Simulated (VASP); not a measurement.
# TaN (P-62m) in VASP: a series of runs, part 2 of 2

VASP 6.6.1.

**4. Single point, r2SCAN**

This run uses another cell than the first one, of 11.34 Å³/atom.

Contents of POSCAR:

```
TaN
1.0
    5.1960000000      0.0000000000      0.0000000000
   -2.5980000000      4.4998679981      0.0000000000
    0.0000000000      0.0000000000      2.9110000000
Ta N
3 3
Direct
    0.0000000000      0.0000000000      0.0000000000
    0.6666666667      0.3333333333      0.5000000000
    0.3333333333      0.6666666667      0.5000000000
    0.0000000000      0.3928500000      0.0000000000
    0.6071500000      0.6071500000      0.0000000000
    0.3928500000      0.0000000000      0.0000000000
```

Contents of INCAR.step1:

```
SYSTEM = TaN
PREC = Accurate ; ENCUT = 520
ISMEAR = -1 ; SIGMA = 0.05
LREAL = .False. ; LASPH = .True.
NELM = 60 ; NBANDS = 33
GGA = PE ; ALGO = Normal
EDIFF = 1E-4 ; LWAVE = .True.
LCHARG = .False.
```

Contents of INCAR.step2:

```
SYSTEM = TaN
PREC = Accurate ; ENCUT = 520
EDIFF = 1E-7 ; ISMEAR = -1
SIGMA = 0.05 ; LREAL = .False.
LASPH = .True. ; NELM = 60
ALGO = Normal ; ISIF = 2
LWAVE = .False. ; LCHARG = .True.
METAGGA = R2SCAN ; LMIXTAU = .True.
LELF = .True. ; LVHAR = .True.
NBANDS = 33 ; ISTART = 1
```

Contents of KPOINTS:

```
regular mesh
0
Gamma
  6 6 9
  0 0 0
```

Potentials or basis: VASP PAW PBE potentials, release 64 (Ta_pv, N).

Run with:

```bash
$ cat potpaw_PBE.64/Ta_pv/POTCAR potpaw_PBE.64/N/POTCAR > POTCAR
$ cp INCAR.step1 INCAR
$ mpirun -np 1 vasp_std > vasp.out
$ cp INCAR.step2 INCAR
$ mpirun -np 1 vasp_std > vasp.out
```

OUTCAR:

```text
SYSTEM = TaN
   PREC = Accurate
   ENCUT = 520
   EDIFF = 1E-7
   ISMEAR = -1
   LREAL = .False.
   LASPH = .True.
   NELM = 60
   ISIF = 2
   METAGGA = R2SCAN
   ISTART = 1

 ion  position               nearest neighbor table
   1  0.000  0.000  0.000-   6 2.04   5 2.04   4 2.04   3 3.33   2 3.33   2 3.33   3 3.33   2 3.33
                             2 3.33   3 3.33   3 3.33   2 3.33   2 3.33   3 3.33   3 3.33
   2  0.667  0.333  0.500-   4 2.16   4 2.16   6 2.16   6 2.16   5 2.16   5 2.16   3 3.00   3 3.00
                             3 3.00   1 3.33   1 3.33   1 3.33   1 3.33   1 3.33   1 3.33
   3  0.333  0.667  0.500-   6 2.16   6 2.16   4 2.16   4 2.16   5 2.16   5 2.16   2 3.00   2 3.00
                             2 3.00   1 3.33   1 3.33   1 3.33   1 3.33   1 3.33   1 3.33
   4  0.000  0.393  0.000-   1 2.04   2 2.16   2 2.16   3 2.16   3 2.16
   5  0.607  0.607  0.000-   1 2.04   3 2.16   3 2.16   2 2.16   2 2.16
   6  0.393  0.000  0.000-   1 2.04   3 2.16   3 2.16   2 2.16   2 2.16

  LATTYP: Found a hexagonal cell.
 ALAT       =     5.1960000000
 C/A-ratio  =     0.5602386451

  Lattice vectors:

 A1 = (   5.1960000000,   0.0000000000,   0.0000000000)
 A2 = (  -2.5980000000,   4.4998679981,   0.0000000000)
 A3 = (   0.0000000000,   0.0000000000,   2.9110000000)

Analysis of symmetry for initial positions (statically):
=====================================================================
 Subroutine PRICEL returns:
 Original cell was already a primitive cell.

 Routine SETGRP: Setting up the symmetry group for a
 hexagonal supercell.

 Subroutine GETGRP returns: Found 12 space group operations
 (whereof 12 operations were pure point group operations)
 out of a pool of 24 trial point group operations.

The static configuration has the point symmetry D_3h.

Analysis of symmetry for dynamics (positions and initial velocities):
=====================================================================
 Subroutine PRICEL returns:
 Original cell was already a primitive cell.

 Routine SETGRP: Setting up the symmetry group for a
 hexagonal supercell.

 Subroutine GETGRP returns: Found 12 space group operations
 (whereof 12 operations were pure point group operations)
 out of a pool of 24 trial point group operations.

The dynamic configuration has the point symmetry D_3h.

 Subroutine INISYM returns: Found 12 space group operations
 (whereof 12 operations are pure point group operations),
 and found     1 'primitive' translations

----------------------------------------------------------------------------------------

                                     Primitive cell

  volume of cell :      68.0630

  direct lattice vectors                    reciprocal lattice vectors
     5.196000000  0.000000000  0.000000000     0.192455735  0.111114371  0.000000000
    -2.598000000  4.499867998  0.000000000     0.000000000  0.222228741  0.000000000
     0.000000000  0.000000000  2.911000000     0.000000000  0.000000000  0.343524562

  length of vectors
     5.196000000  5.196000000  2.911000000     0.222228741  0.222228741  0.343524562

  position of ions in fractional coordinates (direct lattice)
     0.000000000  0.000000000  0.000000000
[... 42 lines left out ...]
            Coordinates               Weight
  0.000000  0.000000  0.000000      1.000000
  0.166667  0.000000  0.000000      6.000000
  0.333333  0.000000  0.000000      6.000000
  0.500000  0.000000  0.000000      3.000000
  0.166667  0.166667  0.000000      6.000000
  0.333333  0.166667  0.000000     12.000000
[... 16 lines left out ...]
  0.166667  0.000000  0.333333     12.000000
  0.333333  0.000000  0.333333     12.000000
 [... further k-points ...]
   k-points           NKPTS =     35   k-points in BZ     NKDIM =     35   number of bands    NBANDS=     33
   number of dos      NEDOS =    301   number of ions     NIONS =      6
   total plane-waves  NPLWV =  38400
   dimension x,y,z NGX =    40 NGY =   40 NGZ =   24
   dimension x,y,z NGXF=    80 NGYF=   80 NGZF=   48
   ions per type =               3   3
   NGX,Y,Z   is equivalent  to a cutoff of  12.80, 12.80, 13.71 a.u.
   NGXF,Y,Z  is equivalent  to a cutoff of  25.60, 25.60, 27.41 a.u.
 SYSTEM =  TaN
   PREC   = accura    normal or accurate (medium, high low for compatibility)
   ISTART =      1    job   : 0-new  1-cont  2-samecut
   ICHARG =      0    charge: 1-file 2-atom 10-const
   ISPIN  =      1    spin polarized calculation?
   LNONCOLLINEAR =      F non collinear calculations
   LSORBIT =      F    spin-orbit coupling
   LASPH  =      T    aspherical Exc in radial PAW
   ENCUT  =  520.0 eV  38.22 Ry    6.18 a.u.   9.66  9.66  5.41*2*pi/ulx,y,z
   NELM   =     60;   NELMIN=  2; NELMDL=  0     # of ELM steps
   EDIFF  = 0.1E-06   stopping-criterion for ELM
   LREAL  =      F    real-space projection
   EDIFFG = 0.1E-05   stopping-criterion for IOM
   NSW    =      0    number of steps for IOM
   IBRION =     -1    ionic relax: 0-MD 1-quasi-New 2-CG
   NFREE  =      0    steps in history (QN), initial steepest desc. (CG)
   ISIF   =      2    stress and relaxation
   ISYM   =      2    0-nonsym 1-usesym 2-fastsym
   POTIM  = 0.5000    time-step for ionic-motion
   TEBEG  =    0.0;   TEEND  =   0.0 temperature during run
   PSTRESS=    0.0 pullay stress
   NELECT =      48.0000    total number of electrons
   NUPDOWN=      -1.0000    fix difference up-down
   EMIN   =  10.00;   EMAX   =-10.00  energy-range for DOS
   EFERMI =   0.00;   METHOD = LEGACY
   ISMEAR =    -1;   SIGMA  =   0.05  broadening in eV -4-tet -1-fermi 0-gaus
   EFERMI_NEDOS =   21; number of points for ismear=-14 and -15
   IALGO  =     38    algorithm
   IMIX   =      4    mixing-type and parameters
     AMIX     =   0.40;   BMIX     =  1.00
     AMIX_MAG =   1.60;   BMIX_MAG =  1.00
  volume/ion in A,a.u.               =      11.34        76.55
  Fermi-wavevector in a.u.,A,eV,Ry     =   1.457197  2.753703 28.890916  2.123422
  Thomas-Fermi vector in A             =   2.574026
   LORBIT       =      0    0 simple, 1 ext, 2 COOP (PROOUT), +10 PAW based schemes
   METAGGA = R2SCAN    functional components
   LHFCALC =     F    Hartree Fock is set to
   AEXX    =    0.0000 exact exchange contribution
   IVDW    =     0    specifies the selected vdW correction
   LEPSILON=     F    determine dielectric tensor
   LRPA    =     F    only Hartree local field effects (RPA)
 non-spin polarized calculation
  energy-cutoff  :      520.00
  volume of cell :       68.06
 maximum number of plane-waves:      1847
 NGX is ok and might be reduce to    40
   NGX = 19   NGY = 19   NGZ = 11

 number of electron      48.0000002 magnetization

 Free energy of the ion-electron system (eV)
  ---------------------------------------------------
  ext. energy  EPLUGINS =         0.00000000
  ---------------------------------------------------
  free energy    TOTEN  =      -181.30099937 eV

  energy without entropy =     -181.29532261  energy(sigma->0) =     -181.29816099

 E-fermi :   8.2799     XC(G=0): -13.9867

 val. band max:        8.2192373341   @ k =   0.1667   0.0000   0.3333
 cond. band min:       8.2900834327   @ k =   0.0000   0.0000   0.2222
 fundamental gap:      0.0708460985
 Fermi energy:         8.2799035403

 k-point     1 :       0.0000    0.0000    0.0000
  band No.  band energies     occupation
      1     -29.2731      2.00000
      2     -29.2731      2.00000
      3     -28.9025      2.00000
      4     -28.9025      2.00000
      5     -28.7245      2.00000
      6     -28.6126      2.00000
[... 853 lines left out ...]
     32      12.1710      0.00000
     33      13.6820      0.00000

 [... further k-points ...]

------------------------ aborting loop because EDIFF is reached ----------------------------------------

  FORCE on cell =-STRESS in cart. coord.  units (eV):
  Direction    XX          YY          ZZ          XY          YZ          ZX
  --------------------------------------------------------------------------------------
  -------------------------------------------------------------------------------------
  Total        0.8858306      0.8858306      0.6435481      0.0000000      0.0000000     -0.0000000
  in kB       20.8521152     20.8521152     15.1488786      0.0000000      0.0000000     -0.0000000
  external PRESSURE =      18.9510364 kB  Pullay stress =       0.0000000 kB

 VOLUME and BASIS-vectors are now :
 -----------------------------------------------------------------------------
  energy-cutoff  :      520.00
  volume of cell :       68.06
      direct lattice vectors                 reciprocal lattice vectors
     5.196000000  0.000000000  0.000000000     0.192455735  0.111114371  0.000000000
    -2.598000000  4.499867998  0.000000000     0.000000000  0.222228741  0.000000000
     0.000000000  0.000000000  2.911000000     0.000000000  0.000000000  0.343524562

 POSITION                                       TOTAL-FORCE (eV/Angst)
 -----------------------------------------------------------------------------------
      0.00000      0.00000      0.00000         0.000000      0.000000      0.000000
      2.59800      1.49996      1.45550         0.000000      0.000000      0.000000
     -0.00000      2.99991      1.45550         0.000000      0.000000      0.000000
     -1.02062      1.76777      0.00000         0.012140     -0.021026      0.000000
      1.57738      2.73209      0.00000         0.012140      0.021026      0.000000
      2.04125      0.00000      0.00000        -0.024279      0.000000     -0.000000
 -----------------------------------------------------------------------------------
    total drift:                                0.000003      0.000005      0.000000

  FREE ENERGIE OF THE ION-ELECTRON SYSTEM (eV)
  ---------------------------------------------------
  free  energy   TOTEN  =      -181.3009993709 eV

  energy  without entropy=     -181.2953226147  energy(sigma->0) =     -181.29816099
```

Run time: 4.3 min. Hardware: 1 thread of Intel Xeon 6975P-C, shared host; peak memory 0.24 GiB.

Results:

```
Free energy            : -181.3010 eV
Pressure               : 1.9 GPa
Largest force          : 0.024 eV/Å
Band gap on the k mesh : zero (bands 24 and 25 overlap by 3.11 eV)
```

Forces in eV/Å, atoms in the order of the input:
```
Ta   0.000  0.000  0.000
Ta   0.000  0.000  0.000
Ta   0.000  0.000  0.000
N    0.012 -0.021  0.000
N    0.012  0.021  0.000
N   -0.024  0.000  0.000
```

Caveat: the PAW data sets were made with another functional, which shifts forces and pressure a little; spin-orbit coupling is left out, which moves the levels of the heavy elements.

**5. Relaxation of cell and atoms, LDA**

This run uses another cell than the first one, of 11.34 Å³/atom.

Contents of INCAR:

```
SYSTEM = TaN
PREC     = Accurate       ! precision mode
ENCUT    = 600            ! plane-wave cutoff, eV
EDIFF    = 1E-6           ! SCF threshold, eV
ISMEAR   = -1             ! smearing method
SIGMA    = 0.05           ! smearing width, eV
LREAL    = .FALSE.        ! projectors in reciprocal space
LASPH    = .TRUE.         ! aspherical terms in the spheres
NELM     = 100            ! most SCF steps
ALGO     = Normal         ! electronic algorithm
ISIF     = 3              ! what is computed and relaxed
LWAVE    = .FALSE.        ! write WAVECAR
LCHARG   = .FALSE.        ! write CHGCAR
IBRION   = 2              ! ionic algorithm
NSW      = 60             ! ionic steps
EDIFFG   = -0.01          ! ionic threshold
```

Contents of KPOINTS:

```
Automatic mesh
0
G
  6 6 9
  0 0 0
```

POSCAR is that of step 4.

Potentials or basis: VASP PAW LDA potentials, release 64 (Ta_pv, N).

Run with:

```bash
$ cat potpaw_LDA.64/Ta_pv/POTCAR potpaw_LDA.64/N/POTCAR > POTCAR
$ mpirun -np 1 vasp_std > vasp.out
```

Wall time 5.8 min (1 thread of Intel Xeon 6975P-C, shared host); peak memory 0.23 GiB.

The run converged. Its results:

- Free energy: -74.1416 eV
- Relaxed volume: 11.06 Å³/atom
- Relaxed cell: a = 5.161 Å, b = 5.161 Å, c = 2.878 Å, α = 90.00°, β = 90.00°, γ = 120.00°
- Space group after relaxing (to 0.1 Å): P-62m (No. 189)
- Energy gained by relaxing: 7.8 meV/atom
- Ionic steps: 10
- Pressure after relaxing: 0.0 GPa
- Largest force after relaxing: 0.008 eV/Å
- Band gap on the k mesh: zero (bands 24 and 25 overlap by 3.27 eV)

Forces in eV/Å, atoms in the order of the input:
```
Ta   0.000  0.000  0.000
Ta   0.000  0.000  0.000
Ta   0.000  0.000  0.000
N   -0.004  0.007  0.000
N   -0.004 -0.007  0.000
N    0.008  0.000  0.000
```

Stress tensor (GPa, compression positive):
```
-0.07  0.00  0.00
 0.00 -0.07  0.00
 0.00  0.00  0.01
```

The path:
| step | energy change (eV) | largest force (eV/Å) | pressure (GPa) | volume (Å³) |
| --- | --- | --- | --- | --- |
| 1 | 0.0000 | 0.0336 | -8.35 | 68.06 |
| 2 | 0.2503 | 0.3180 | 24.93 | 62.40 |
| 3 | -0.0462 | 0.0649 | -0.15 | 66.41 |
| 4 | -0.0462 | 0.0672 | 0.04 | 66.37 |
| 5 | -0.0462 | 0.0692 | 0.22 | 66.34 |
| 6 | -0.0466 | 0.0099 | 0.14 | 66.35 |
| 7 | -0.0467 | 0.0148 | 0.16 | 66.35 |
| 8 | -0.0467 | 0.0135 | 0.16 | 66.35 |
| 9 | -0.0467 | 0.0001 | -0.30 | 66.43 |
| 10 | -0.0467 | 0.0080 | -0.05 | 66.38 |

Final structure:
```
Ta N
1.0
     5.16101    0.00000    0.00000
    -2.58051    4.46957    0.00000
     0.00000    0.00000    2.87771
Ta N
3 3
Direct
  0.00000 0.00000 0.00000
  0.66667 0.33333 0.50000
  0.33333 0.66667 0.50000
  0.00000 0.39319 0.00000
  0.60681 0.60681 0.00000
  0.39319 0.00000 0.00000
```

Levels at points of the mesh, in eV from the Fermi level:
```csv
k point,band 21,band 22,band 23,band 24,band 25,band 26,band 27,band 28
"(0.00, 0.00, 0.00)",-4.30,-3.30,-1.99,-0.97,-0.97,0.58,0.58,1.81
"(0.50, 0.00, 0.00)",-3.99,-3.93,-2.89,-2.72,1.28,1.83,1.95,2.47
```

Caveat: spin-orbit coupling is left out, which moves the levels of the heavy elements. Zero-point motion and thermal expansion aren't in these numbers.

**6. Single point, PBE**

This run uses another cell than the first one, of 10.87 Å³/atom.

Contents of INCAR:

```
SYSTEM = TaN
ALGO = Normal
EDIFF = 1E-6
ENCUT = 700
GGA = PE
GGA_COMPAT = .FALSE.
ISIF = 2
ISMEAR = -1
LASPH = .TRUE.
LCHARG = .TRUE.
LELF = .TRUE.
LREAL = .FALSE.
LVHAR = .TRUE.
LWAVE = .FALSE.
NBANDS = 36
NELM = 120
PREC = Accurate
SIGMA = 0.05
```

Contents of KPOINTS:

```
k-points
0
G
  6 6 9
  0 0 0
```

Contents of POSCAR:

```
TaN
1.0
    5.1199279524      0.0000000000      0.0000000000
   -2.5599639762      4.4339876723      0.0000000000
    0.0000000000      0.0000000000      2.8738111395
Ta N
3 3
Direct
    0.0000000000      0.0000000000      0.0000000000
    0.6666666667      0.3333333333      0.5000000000
    0.3333333333      0.6666666667      0.5000000000
    0.0000000000      0.3950171927      0.0000000000
    0.6049828073      0.6049828073      0.0000000000
    0.3950171927      0.0000000000      0.0000000000
```

Potentials or basis: VASP PAW PBE potentials, release 64 (Ta_sv_GW, N).

Run with:

```bash
$ cat potpaw_PBE.64/Ta_sv_GW/POTCAR potpaw_PBE.64/N/POTCAR > POTCAR
$ mpirun -np 1 vasp_std > vasp.out
```

Run time: 2 min. Hardware: 1 thread of Intel Xeon 6975P-C (Granite Rapids), shared host; peak memory 0.29 GiB.

The run converged. Its results:

| Quantity | Value |
| --- | --- |
| Free energy | -74.8338 eV |
| Pressure | 20.1 GPa |
| Largest force | 0.006 eV/Å |
| Band gap on the k mesh | zero (bands 27 and 28 overlap by 3.13 eV) |

Forces on the atoms (eV/Å):
```
Ta   0.000  0.000  0.000
Ta   0.000  0.000  0.000
Ta   0.000  0.000  0.000
N   -0.003  0.005  0.000
N   -0.003 -0.005  0.000
N    0.006  0.000  0.000
```

Levels at points of the mesh, in eV from the Fermi level:
```
           k point  band 24  band 25  band 26  band 27  band 28  band 29  band 30  band 31
(0.00, 0.00, 0.00)    -4.37    -3.41    -1.93    -0.95    -0.95     0.62     0.62     2.04
(0.50, 0.00, 0.00)    -4.00    -4.00    -2.89    -2.68     1.33     1.94     2.02     2.55
```

Caveat: the cell stands under pressure; spin-orbit coupling is left out, which moves the levels of the heavy elements.

**7. The runs side by side**

```csv
task,level,potentials or basis,cell,cutoff (eV),gap on the mesh (eV),pressure (GPa),largest force (eV/Å)
single point,LDA,"VASP PAW LDA potentials, release 64 (Ta_pv, N)","a = 5.151, b = 5.151, c = 2.874 Å, angles 90.0, 90.0, 120.0°, 6 atoms, atomic positions A",520,none,1.9,0.02
single point,LDA,"VASP PAW LDA potentials, release 64 (Ta_pv, N)","a = 5.196, b = 5.196, c = 2.911 Å, angles 90.0, 90.0, 120.0°, 6 atoms, atomic positions B",520,none,-8.3,0.03
single point,r2SCAN,"VASP PAW PBE potentials, release 64 (Ta_pv, N)","a = 5.196, b = 5.196, c = 2.911 Å, angles 90.0, 90.0, 120.0°, 6 atoms, atomic positions B",520,none,1.9,0.02
relaxation of cell and atoms,LDA,"VASP PAW LDA potentials, release 64 (Ta_pv, N)","relaxed from a = 5.196, b = 5.196, c = 2.911 Å, angles 90.0, 90.0, 120.0°, 6 atoms, atomic positions B",600,none,0.0,0.01
single point,PBE,"VASP PAW PBE potentials, release 64 (Ta_sv_GW, N)","a = 5.120, b = 5.120, c = 2.874 Å, angles 90.0, 90.0, 120.0°, 6 atoms, atomic positions C",700,none,20.1,0.01
```

Alike in all rows: no spin polarisation; k mesh 6 × 6 × 9; smearing fermi-dirac 0.05 eV.

Caveats: spin-orbit coupling is left out, which moves the levels of the heavy elements; the cell stands under tension (at least some runs); the PAW data sets were made with another functional, which shifts forces and pressure a little (at least some runs); the cell stands under pressure (at least some runs).

Absolute energies hang on the potentials; compare differences alone.

The gap in the log of VASP goes by the Fermi energy; the results here count the filled bands.